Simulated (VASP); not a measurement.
A run of VASP 6.6.1:

File INCAR:

```
SYSTEM = Be4FeGe
PREC = Accurate ; ENCUT = 600
EDIFF = 1E-7 ; ISMEAR = 1
SIGMA = 0.02 ; LREAL = .FALSE.
LASPH = .TRUE. ; NELM = 200
ALGO = Normal ; ISIF = 8
LWAVE = .FALSE. ; LCHARG = .FALSE.
ISPIN = 2 ; MAGMOM = 0 0 0 0 3.5 0
LORBIT = 11 ; LMAXMIX = 4
GGA = PS ; IBRION = 2
NSW = 80 ; EDIFFG = -0.02
GGA_COMPAT = .FALSE. ; NELMIN = 4
```

KPOINTS

```
regular mesh
0
G
  7 7 7
  0 0 0
```

POSCAR

```
Be4FeGe
1.0
    0.0000000000      2.9877280000      2.9877280000
    2.9877280000      0.0000000000      2.9877280000
    2.9877280000      2.9877280000      0.0000000000
Be Fe Ge
4 1 1
Direct
    0.6238500000      0.1284500000      0.6238500000
    0.6238500000      0.6238500000      0.6238500000
    0.1284500000      0.6238500000      0.6238500000
    0.6238500000      0.6238500000      0.1284500000
    0.2500000000      0.2500000000      0.2500000000
    0.0000000000      0.0000000000      0.0000000000
```

Potentials or basis: VASP PAW PBE potentials, release 64 (Be, Fe, Ge_d).

Launch:

```bash
$ cat potpaw_PBE.64/Be/POTCAR potpaw_PBE.64/Fe/POTCAR potpaw_PBE.64/Ge_d/POTCAR > POTCAR
$ mpirun -np 1 vasp_std > vasp.out
```

Hardware: 1 thread of Intel(R) Xeon(R) 6975P-C (Granite Rapids) (shared host).

Problem. How long does it take, and how much memory?

Solution. It took 2.1 min on 1 thread of Intel(R) Xeon(R) 6975P-C (Granite Rapids) (shared host), peak memory 0.27 GiB. Counts: scf iterations 49, k points 20, ion steps 5.
